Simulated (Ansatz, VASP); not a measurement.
## Si4Cl: VASP beside Ansatz

```xyz
5
Lattice="4.4969 0.0000 0.0000 0.0000 4.4969 0.0000 0.0000 0.0000 4.4969" Properties=species:S:1:pos:R:3 pbc="T T T"
Si    0.0000    0.0000    0.0000
Si    2.2484    2.2484    0.0000
Si    2.2484    0.0000    2.2484
Si    0.0000    2.2484    2.2484
Cl    2.2484    2.2484    2.2484
```

Change from the starting cell: species swapped into the Ni4N type (Pm-3m, No. 221).

Alike in both runs: task single point; functional PBE; k mesh 4 × 4 × 4; occupations gaussian, width 0.1 eV; no spin polarisation.

|  | VASP | Ansatz |
| --- | --- | --- |
| version | VASP 6.6.1 | Ansatz 0.2.0 |
| potentials or method | VASP PAW PBE potentials, release 64 (Si, Cl), cutoff 520 eV | scalar-relativistic, plane waves, PAW |
| valence electrons in the cell | 23 | 23 |

```csv
,VASP,Ansatz,Ansatz less VASP
gap on the k mesh at the Fermi level (eV),none,none,-
pressure (GPa),7.7,7.5,-0.20
```

A gap of «none» marks a metal or a gap that the smearing closes.
